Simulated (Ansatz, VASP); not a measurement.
WS2: VASP beside Ansatz

```
CELL_PARAMETERS angstrom
3.08089 0.00000 0.00000
-1.54044 2.66813 0.00000
0.00000 0.00000 16.51635
ATOMIC_POSITIONS crystal
W 0.33333 0.66667 0.00000
S 0.66667 0.33333 0.90525
S 0.66667 0.33333 0.09475
```

Change from the starting cell: mode 8 frozen in at -0.029 Å, equal normal strain along x, y and z -0.0250.

Alike in both runs: task single point; functional PBE; dispersion D3(BJ); k mesh 12 × 12 × 2; occupations gaussian, width 0.05 eV; no spin polarisation.

```csv
,VASP,Ansatz
version,VASP 6.6.1,Ansatz 0.2.0
potentials or method,"VASP PAW PBE potentials, release 64 (W_sv, S), cutoff 520 eV","scalar-relativistic, plane waves, PAW"
valence electrons in the cell,26,26
```

|  | VASP | Ansatz | Ansatz less VASP |
| --- | --- | --- | --- |
| gap on the k mesh at the Fermi level (eV) | 2.01 | 2.01 | +0.003 |
| least direct gap on the mesh (eV) | 2.20 | 2.20 | -0.004 |
| rms of the force components (eV/Å) | 0.407 | 0.407 | -0.0008 |

Atom by atom the forces differ by 0.001 eV/Å (rms over components).

Spin-orbit coupling is off throughout.
